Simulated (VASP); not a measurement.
# Mg2Si3N (P-6m2) in VASP: a series of runs

Runs on Mg2Si3N. Level: PBE. Tasks: single point, relaxation of cell and atoms.

Program: VASP 6.6.1. These are calculated values, not measurements. Logs are shortened: lines on timing, memory, paths and dates and some standing lists are left out, and cuts for length are marked.

**1. The cell of the first run**

Symmetry: P-6m2, No. 187, hexagonal system. The conventional cell has a = 3.847 Å, b = 3.847 Å, c = 7.658 Å, α = 90.00°, β = 90.00°, γ = 120.00°. Within 3.8 Å of Mg (site symmetry 3m) lie 9 Si at 2.85 to 3.02 Å and 3 N at 2.85 Å and 1 Mg at 3.57 Å. Si (site symmetry -6m2) has 3 Si at 2.22 Å within 2.9 Å. Si (site symmetry -6m2) has 3 N at 2.22 Å and 6 Mg at 2.85 Å within 2.9 Å. Si (site symmetry -6m2) has 3 Si at 2.22 Å within 2.9 Å. Within 2.9 Å of N (site symmetry -6m2) lie 3 Si at 2.22 Å and 6 Mg at 2.85 Å.

**2. Single point, PBE**

Input file INCAR:

```
PREC     = Accurate       # precision mode
ENCUT    = 520            # plane-wave cutoff, eV
EDIFF    = 1E-6           # SCF threshold, eV
ISMEAR   = 0              # smearing method
SIGMA    = 0.1            # smearing width, eV
LREAL    = False          # projectors in reciprocal space
LASPH    = True           # aspherical terms in the spheres
NELM     = 80             # most SCF steps
ALGO     = Normal         # electronic algorithm
ISIF     = 2              # what is computed and relaxed
LWAVE    = False          # write WAVECAR
LCHARG   = False          # write CHGCAR
GGA      = PE             # functional
NBANDS   = 20             # bands
```

Input file KPOINTS:

```
Automatic mesh
0
Gamma
  12 12 6
```

Input file POSCAR:

```
Mg2Si3N
1.0
    3.8473588585      0.0000000000      0.0000000000
   -1.9236794292      3.3319105089      0.0000000000
    0.0000000000      0.0000000000      7.6583064274
Mg Si N
2 3 1
Direct
    0.6666666667      0.3333333333      0.7329244499
    0.6666666667      0.3333333333      0.2670755501
    0.0000000000      0.0000000000      0.0000000000
    0.3333333333      0.6666666667      0.5000000000
    0.3333333333      0.6666666667      0.0000000000
    0.0000000000      0.0000000000      0.5000000000
```

Potentials or basis: VASP PAW PBE potentials, release 64 (Mg, Si, N).

On the command line:

```
$ cat potpaw_PBE.64/Mg/POTCAR potpaw_PBE.64/Si/POTCAR potpaw_PBE.64/N/POTCAR > POTCAR
$ mpirun -np 1 vasp_std > vasp.out
```

OUTCAR:

```text
PREC = Accurate
   ENCUT = 520
   EDIFF = 1E-6
   ISMEAR = 0
   LREAL = False
   LASPH = True
   NELM = 80
   ISIF = 2
   GGA = PE

 ion  position               nearest neighbor table
   1  0.667  0.333  0.733-   4 2.85   4 2.85   4 2.85   5 3.02   3 3.02   5 3.02   3 3.02   3 3.02
                             5 3.02   2 3.57
   2  0.667  0.333  0.267-   4 2.85   4 2.85   4 2.85   5 3.02   3 3.02   5 3.02   3 3.02   3 3.02
                             5 3.02   1 3.57
   3  0.000  0.000  0.000-   5 2.22   5 2.22   5 2.22   1 3.02   2 3.02   2 3.02   1 3.02   2 3.02
                             1 3.02
   4  0.333  0.667  0.500-   6 2.22   6 2.22   6 2.22   1 2.85   2 2.85   1 2.85   2 2.85   1 2.85
                             2 2.85
   5  0.333  0.667  0.000-   3 2.22   3 2.22   3 2.22   1 3.02   2 3.02   1 3.02   2 3.02   1 3.02
                             2 3.02
   6  0.000  0.000  0.500-   4 2.22   4 2.22   4 2.22

  LATTYP: Found a hexagonal cell.
 ALAT       =     3.8473588585
 C/A-ratio  =     1.9905360298

  Lattice vectors:

 A1 = (   3.8473588585,   0.0000000000,   0.0000000000)
 A2 = (  -1.9236794292,   3.3319105089,   0.0000000000)
 A3 = (   0.0000000000,   0.0000000000,   7.6583064274)

Analysis of symmetry for initial positions (statically):
=====================================================================
 Subroutine PRICEL returns:
 Original cell was already a primitive cell.

 Routine SETGRP: Setting up the symmetry group for a
 hexagonal supercell.

 Subroutine GETGRP returns: Found 12 space group operations
 (whereof 12 operations were pure point group operations)
 out of a pool of 24 trial point group operations.

The static configuration has the point symmetry D_3h.

Analysis of symmetry for dynamics (positions and initial velocities):
=====================================================================
 Subroutine PRICEL returns:
 Original cell was already a primitive cell.

 Routine SETGRP: Setting up the symmetry group for a
 hexagonal supercell.

 Subroutine GETGRP returns: Found 12 space group operations
 (whereof 12 operations were pure point group operations)
 out of a pool of 24 trial point group operations.

The dynamic configuration has the point symmetry D_3h.

 Subroutine INISYM returns: Found 12 space group operations
 (whereof 12 operations are pure point group operations),
 and found     1 'primitive' translations

----------------------------------------------------------------------------------------

                                     Primitive cell

  volume of cell :      98.1723
[... 97 lines left out ...]
   EDIFF  = 0.1E-05   stopping-criterion for ELM
   LREAL  =      F    real-space projection
   EDIFFG = 0.1E-04   stopping-criterion for IOM
   NSW    =      0    number of steps for IOM
   IBRION =     -1    ionic relax: 0-MD 1-quasi-New 2-CG
   NFREE  =      0    steps in history (QN), initial steepest desc. (CG)
   ISIF   =      2    stress and relaxation
   ISYM   =      2    0-nonsym 1-usesym 2-fastsym
   POTIM  = 0.5000    time-step for ionic-motion
   TEBEG  =    0.0;   TEEND  =   0.0 temperature during run
   PSTRESS=    0.0 pullay stress
   NELECT =      21.0000    total number of electrons
   NUPDOWN=      -1.0000    fix difference up-down
   EMIN   =  10.00;   EMAX   =-10.00  energy-range for DOS
   EFERMI =   0.00;   METHOD = LEGACY
   ISMEAR =     0;   SIGMA  =   0.10  broadening in eV -4-tet -1-fermi 0-gaus
   EFERMI_NEDOS =   21; number of points for ismear=-14 and -15
   IALGO  =     38    algorithm
   IMIX   =      4    mixing-type and parameters
     AMIX     =   0.40;   BMIX     =  1.00
     AMIX_MAG =   1.60;   BMIX_MAG =  1.00
  volume/ion in A,a.u.               =      16.36       110.42
  Fermi-wavevector in a.u.,A,eV,Ry     =   0.979080  1.850194 13.042523  0.958598
  Thomas-Fermi vector in A             =   2.109906
   LORBIT       =      0    0 simple, 1 ext, 2 COOP (PROOUT), +10 PAW based schemes
   GGA     = PE    functional components
   LHFCALC =     F    Hartree Fock is set to
   AEXX    =    0.0000 exact exchange contribution
   IVDW    =     0    specifies the selected vdW correction
   LEPSILON=     F    determine dielectric tensor
   LRPA    =     F    only Hartree local field effects (RPA)
 non-spin polarized calculation
 Gauss-broadening in eV      SIGMA  =   0.10
  energy-cutoff  :      520.00
  volume of cell :       98.17
 maximum number of plane-waves:      2670
 NGX is ok and might be reduce to    30
   NGX = 15   NGY = 15   NGZ = 29

 number of electron      21.0000001 magnetization

 Free energy of the ion-electron system (eV)
  ---------------------------------------------------
  ext. energy  EPLUGINS =         0.00000000
  ---------------------------------------------------
  free energy    TOTEN  =       -24.79434094 eV

  energy without entropy =      -24.77737859  energy(sigma->0) =      -24.78585976

 E-fermi :   6.2028     XC(G=0):  -9.8797

 val. band max:        6.2010172218   @ k =   0.2500   0.0833   0.5000
 cond. band min:       6.2028768662   @ k =   0.1667   0.0000   0.0000
 fundamental gap:      0.0018596444
 Fermi energy:         6.2027749138

 k-point     1 :       0.0000    0.0000    0.0000
  band No.  band energies     occupation
      1      -9.0328      2.00000
      2      -6.4074      2.00000
      3      -0.6970      2.00000
      4       0.7392      2.00000
      5       2.3563      2.00000
      6       2.3563      2.00000
[... 541 lines left out ...]
     19      11.4061      0.00000
     20      12.4501      0.00000

 [... further k-points ...]
[... 5 lines left out ...]
  --------------------------------------------------------------------------------------
  -------------------------------------------------------------------------------------
  Total       -0.0873801     -0.0873801     -0.1095094     -0.0000000      0.0000000      0.0000000
  in kB       -1.4260487     -1.4260487     -1.7872001     -0.0000000      0.0000000      0.0000000
  external PRESSURE =      -1.5464325 kB  Pullay stress =       0.0000000 kB

 VOLUME and BASIS-vectors are now :
 -----------------------------------------------------------------------------
  energy-cutoff  :      520.00
  volume of cell :       98.17
      direct lattice vectors                 reciprocal lattice vectors
     3.847358858  0.000000000  0.000000000     0.259918567  0.150064054  0.000000000
    -1.923679429  3.331910509  0.000000000     0.000000000  0.300128109  0.000000000
     0.000000000  0.000000000  7.658306427     0.000000000  0.000000000  0.130577173

 POSITION                                       TOTAL-FORCE (eV/Angst)
 -----------------------------------------------------------------------------------
      1.92368      1.11064      5.61296        -0.000000      0.000000     -0.001770
      1.92368      1.11064      2.04535        -0.000000      0.000000      0.001770
      0.00000      0.00000      0.00000         0.000000     -0.000000      0.000000
     -0.00000      2.22127      3.82915         0.000000      0.000000      0.000000
     -0.00000      2.22127      0.00000        -0.000000      0.000000      0.000000
      0.00000      0.00000      3.82915        -0.000000     -0.000000      0.000000
 -----------------------------------------------------------------------------------
    total drift:                               -0.000000      0.000000     -0.000000

  FREE ENERGIE OF THE ION-ELECTRON SYSTEM (eV)
  ---------------------------------------------------
  free  energy   TOTEN  =       -24.7943409362 eV

  energy  without entropy=      -24.7773785873  energy(sigma->0) =      -24.78585976
```

Run time: 3 min. Hardware: 1 thread of Intel Xeon 8259CL, shared host; peak memory 0.31 GiB.

Results:

| Item | Value |
| --- | --- |
| Free energy | -24.7943 eV |
| Pressure | -0.2 GPa |

**3. Single point, PBE, collinear spin, ferromagnetic start**

Input file INCAR:

```
SYSTEM = Mg2Si3N
PREC     = Accurate       ! precision mode
ENCUT    = 520            ! plane-wave cutoff, eV
EDIFF    = 1E-6           ! SCF threshold, eV
ISMEAR   = 0              ! smearing method
SIGMA    = 0.1            ! smearing width, eV
LREAL    = .False.        ! projectors in reciprocal space
LASPH    = .True.         ! aspherical terms in the spheres
NELM     = 150            ! most SCF steps
ALGO     = Normal         ! electronic algorithm
ISIF     = 2              ! what is computed and relaxed
LWAVE    = .False.        ! write WAVECAR
LCHARG   = .False.        ! write CHGCAR
ISPIN    = 2              ! spin polarisation
MAGMOM   = 0 0 0 0 0 1    ! initial moments
LORBIT   = 11             ! projections on sites
GGA      = PE             ! functional
NBANDS   = 24             ! bands
```

Input file KPOINTS:

```
regular mesh
0
Gamma
  6 6 2
  0 0 0
```

Input file POSCAR:

```
Mg2Si3N
1.0
    3.8465632253      0.0000000000      0.0000000000
   -1.9232816126      3.3312214703      0.0000000000
    0.0000000000      0.0000000000      7.6696217201
Mg Si N
2 3 1
Direct
    0.6666666667      0.3333333333      0.7312589426
    0.6666666667      0.3333333333      0.2687410574
    0.0000000000      0.0000000000      0.0000000000
    0.3333333333      0.6666666667      0.5000000000
    0.3333333333      0.6666666667      0.0000000000
    0.0000000000      0.0000000000      0.5000000000
```

Potentials or basis: VASP PAW PBE potentials, release 64 (Mg, Si, N).

On the command line:

```
$ cat potpaw_PBE.64/Mg/POTCAR potpaw_PBE.64/Si/POTCAR potpaw_PBE.64/N/POTCAR > POTCAR
$ mpirun -np 1 vasp_std > vasp.out
```

Run time: 1.7 min. Hardware: 1 thread of Intel Xeon 8259CL, shared host; peak memory 0.28 GiB.

Results (log left out):

* Free energy: -24.9623 eV
* Pressure: -0.6 GPa
* Net moment: 0.00 μB per cell
* Valence electrons inside the program's atomic spheres: Mg 0.30; Si 1.74, 1.53, 1.70; N 3.48

Levels at points of the mesh, in eV from the Fermi level:
Spin up:
```tsv
k point	band 6	band 7	band 8	band 9	band 10	band 11	band 12	band 13	band 14	band 15
(0.00, 0.00, 0.00)	-3.88	-3.41	-2.58	-2.58	0.55	0.83	0.83	0.87	1.42	1.64
(0.50, 0.00, 0.00)	-4.48	-4.15	-3.27	-2.78	-1.68	-1.13	0.52	1.44	2.98	3.02
(0.00, 0.00, 0.50)	-3.87	-3.87	-2.60	-2.60	0.33	0.93	0.93	1.10	1.46	1.46
(0.50, 0.00, 0.50)	-4.21	-3.61	-3.49	-2.40	-1.84	-1.63	-1.29	2.28	2.90	3.35
```
Spin down:
| k point | band 7 | band 8 | band 9 | band 10 | band 11 | band 12 | band 13 | band 14 |
| --- | --- | --- | --- | --- | --- | --- | --- | --- |
| (0.00, 0.00, 0.00) | -3.41 | -2.58 | -2.58 | 0.55 | 0.83 | 0.83 | 0.87 | 1.42 |
| (0.50, 0.00, 0.00) | -4.15 | -3.27 | -2.78 | -1.68 | -1.13 | 0.52 | 1.44 | 2.99 |
| (0.00, 0.00, 0.50) | -3.87 | -2.60 | -2.60 | 0.33 | 0.93 | 0.93 | 1.10 | 1.46 |
| (0.50, 0.00, 0.50) | -3.61 | -3.49 | -2.40 | -1.84 | -1.63 | -1.29 | 2.28 | 2.90 |

Caveat: the k points lie up to 0.41 Å⁻¹ apart.

**4. Single point, PBE, collinear spin, ferromagnetic start**

This run uses another cell than the first one, of 17.89 Å³/atom, 1.093 times its volume.

Input file INCAR:

```
SYSTEM = Mg2Si3N
PREC = Accurate
ENCUT = 520
EDIFF = 1E-6
ISMEAR = 0
SIGMA = 0.1
LREAL = .False.
LASPH = .True.
NELM = 150
ALGO = Normal
ISIF = 2
LWAVE = .False.
LCHARG = .False.
ISPIN = 2
MAGMOM = 0 0 0 0 0 1
LORBIT = 11
GGA = PE
NBANDS = 24
```

Input file KPOINTS:

```
Automatic mesh
0
Gamma
  6 6 2
  0 0 0
```

Input file POSCAR:

```
Mg2Si3N
1.0
    3.8168825800      0.0000000000      0.0000000000
   -1.9084412900      3.3055172700      0.0000000000
    0.0000000000      0.0000000000      8.5055130700
Mg Si N
2 3 1
Direct
    0.6666666700      0.3333333300      0.7522701000
    0.6666666700      0.3333333300      0.2477299000
    0.0000000000      0.0000000000      0.0000000000
    0.3333333300      0.6666666700      0.5000000000
    0.3333333300      0.6666666700      0.0000000000
    0.0000000000      0.0000000000      0.5000000000
```

On the command line:

```
$ cat potpaw_PBE.64/Mg/POTCAR potpaw_PBE.64/Si/POTCAR potpaw_PBE.64/N/POTCAR > POTCAR
$ mpirun -np 1 vasp_std > vasp.out
```

Wall time 1.7 min (1 thread of Intel Xeon 8259CL, shared host); peak memory 0.27 GiB.

The run converged. Its results:

```
Free energy                                           : -24.5981 eV
Pressure                                              : -3.1 GPa
Largest force                                         : 0.734 eV/Å
Net moment                                            : 0.00 μB per cell
Valence electrons inside the program's atomic spheres : Mg 0.29; Si 1.74, 1.46, 1.72; N 3.47
```

Forces on the atoms (eV/Å):
```
Mg   0.000  0.000 -0.734
Mg   0.000  0.000  0.734
Si   0.000  0.000  0.000
Si   0.000  0.000  0.000
Si   0.000  0.000  0.000
N    0.000  0.000  0.000
```

Stress tensor (GPa, compression positive):
```
-2.15  0.00  0.00
 0.00 -2.15  0.00
 0.00  0.00 -5.11
```

Levels at points of the mesh, in eV from the Fermi level:
Spin up:
```csv
k point,band 7,band 8,band 9,band 10,band 11,band 12,band 13,band 14
"(0.00, 0.00, 0.00)",-3.26,-2.65,-2.65,-0.50,0.94,0.94,0.99,1.52
"(0.50, 0.00, 0.00)",-4.05,-2.97,-2.00,-1.90,-1.14,0.07,1.29,2.17
"(0.00, 0.00, 0.50)",-3.26,-2.66,-2.66,0.20,0.95,0.95,0.98,2.62
"(0.50, 0.00, 0.50)",-3.52,-3.04,-2.40,-1.45,-1.43,-1.20,2.26,2.45
```
Spin down:
```
           k point  band 7  band 8  band 9  band 10  band 11  band 12  band 13  band 14
(0.00, 0.00, 0.00)   -3.26   -2.65   -2.65    -0.50     0.94     0.94     0.99     1.52
(0.50, 0.00, 0.00)   -4.05   -2.97   -2.00    -1.90    -1.14     0.07     1.29     2.17
(0.00, 0.00, 0.50)   -3.26   -2.66   -2.66     0.20     0.95     0.95     0.98     2.62
(0.50, 0.00, 0.50)   -3.52   -3.04   -2.40    -1.44    -1.43    -1.20     2.26     2.45
```

Caveat: the k points lie up to 0.37 Å⁻¹ apart.

[end of part 1 of 2]
